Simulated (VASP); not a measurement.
The system is SrCl2.

```xyz
3
Lattice="0.0000 3.5192 3.5192 3.5192 0.0000 3.5192 3.5192 3.5192 0.0000" Properties=species:S:1:pos:R:3 pbc="T T T"
Sr    0.0000    0.0000    0.0000
Cl    1.7596    1.7596    1.7596
Cl    5.2788    5.2788    5.2788
```

- Program: VASP 6.6.1
- Task: relaxation of cell and atoms
- Functional: PBEsol
- Potentials or basis: VASP PAW PBE potentials, release 64 (Sr_sv, Cl)
- Cutoff: 600 eV
- k mesh: 6 × 6 × 6
- Occupations: fermi-dirac, width 0.02 eV
- Spin: no spin polarisation

At the start: pressure -1.7 GPa; volume 29.06 Å³/atom.

How do energy, volume and symmetry change on relaxing?

Over 3 steps the energy falls by 8.3 meV/atom and the volume is 27.60 Å³/atom (-5.0 %); space group Fm-3m (No. 225, to 0.05 Å).

Step by step:
```
step  energy change (eV)  largest force (eV/Å)  pressure (GPa)  volume (Å³)
   1              0.0000                0.0000           -1.74        87.17
   2             -0.0247                0.0000           -0.20        83.24
   3             -0.0249                0.0000            0.00        82.81
```

Final structure:
```cif
data_structure
_symmetry_space_group_name_H-M 'P 1'
_symmetry_Int_Tables_number 1
_cell_length_a 4.8925
_cell_length_b 4.8925
_cell_length_c 4.8925
_cell_angle_alpha 60.000
_cell_angle_beta 60.000
_cell_angle_gamma 60.000
_cell_volume 82.81
loop_
_atom_site_label
_atom_site_type_symbol
_atom_site_fract_x
_atom_site_fract_y
_atom_site_fract_z
_atom_site_occupancy
Sr1 Sr 0.00000 0.00000 0.00000 1
Cl1 Cl 0.25000 0.25000 0.25000 1
Cl2 Cl 0.75000 0.75000 0.75000 1
```

Caveat: the PAW data sets were made with another functional, which shifts forces and pressure a little.
